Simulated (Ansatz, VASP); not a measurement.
**Al: VASP beside Ansatz**

```xyz
1
Lattice="-1.6024 1.6024 1.6175 1.6024 -1.6024 1.6175 1.6326 1.6326 -1.6175" Properties=species:S:1:pos:R:3 pbc="T T T"
Al    0.0000    0.0000    0.0000
```

Change from the starting cell: strain +0.0187 x Voigt [0, 0, 0, 0, 0, 1], atoms carried along.

Alike in both runs: task single point; functional PBE; k mesh 26 × 26 × 26; occupations gaussian, width 0.15 eV; no spin polarisation.

|  | VASP | Ansatz |
| --- | --- | --- |
| version | VASP 6.6.1 | Ansatz 0.2.0 |
| potentials or method | VASP PAW PBE potentials, release 64 (Al), cutoff 520 eV | scalar-relativistic, plane waves, PAW |
| valence electrons in the cell | 3 | 3 |

```csv
,VASP,Ansatz,Ansatz less VASP
gap on the k mesh at the Fermi level (eV),none,none,-
pressure (GPa),0.0,0.0,+0.02
"traceless stress, the component that is largest in VASP (GPa)",-0.76,-0.76,-0.002
```

A gap of «none» marks a metal or a gap that the smearing closes.
